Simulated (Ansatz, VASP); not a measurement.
# Two plane-wave programs on ZnO

```
Zn O
1.0
     3.24940    0.00000    0.00000
    -1.62470    2.81406    0.00000
     0.00000    0.00000    5.20380
Zn O
2 2
Direct
  0.33333 0.66667 0.00000
  0.66667 0.33333 0.50000
  0.33333 0.66667 0.38300
  0.66667 0.33333 0.88300
```

Alike in both runs: task single point; functional PBEsol; k mesh 6 × 6 × 4; occupations gaussian, width 0.1 eV; no spin polarisation.

|  | VASP | Ansatz |
| --- | --- | --- |
| version | VASP 6.6.1 | Ansatz 0.2.0 |
| potentials or method | VASP PAW PBE potentials, release 64 (Zn, O), cutoff 600 eV | scalar-relativistic, plane waves, PAW |
| valence electrons in the cell | 36 | 36 |

```tsv
	VASP	Ansatz	Ansatz less VASP
gap on the k mesh at the Fermi level (eV)	0.68	0.70	+0.014
least direct gap on the mesh (eV)	0.68	0.70	+0.014
pressure (GPa)	-0.8	-1.4	-0.58
rms of the force components (eV/Å)	0.036	0.035	-0.0012
```

VASP's potentials were made for PBE, not for PBEsol. Atom by atom the forces differ by 0.001 eV/Å (rms over components). With one functional, cell and mesh, what is left measures potentials, basis and numerics.
